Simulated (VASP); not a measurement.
KF: single point with PBE

Crystal: KF.

```
K F
1.0
     0.00000    2.93540    2.93540
     2.93540    0.00000    2.93540
     2.93540    2.93540    0.00000
K F
1 1
Direct
  0.00000 0.00000 0.00000
  0.25000 0.25000 0.25000
```

* Program: VASP 6.6.1
* Task: single point
* Functional: PBE
* Potentials or basis: VASP PAW PBE potentials, release 64 (K_sv, F)
* Cutoff: 520 eV
* k mesh: 4 × 4 × 4
* Occupations: gaussian, width 0.01 eV
* Spin: no spin polarisation

| Property | Result |
| --- | --- |
| Pressure | 0.9 GPa |
| Band gap on the k mesh | 5.16 eV (least direct gap 5.37 eV) |

Levels at points of the mesh, in eV from the valence-band top:
```csv
k point,band 6,band 7,band 8,band 9,band 10,band 11
"(0.00, 0.00, 0.00)",-0.21,-0.21,-0.21,5.16,11.76,11.76
"(0.50, 0.00, 0.00)",-0.27,-0.12,-0.12,8.00,9.21,10.90
"(0.50, 0.50, 0.00)",-0.45,0.00,0.00,8.26,8.38,12.31
```

Wall time 17 s on 1 thread of Intel Xeon 8259CL, with other jobs on the host, peak memory 0.17 GiB.

Caveat: the k points lie up to 0.46 Å⁻¹ apart. A k mesh can miss the band edges.
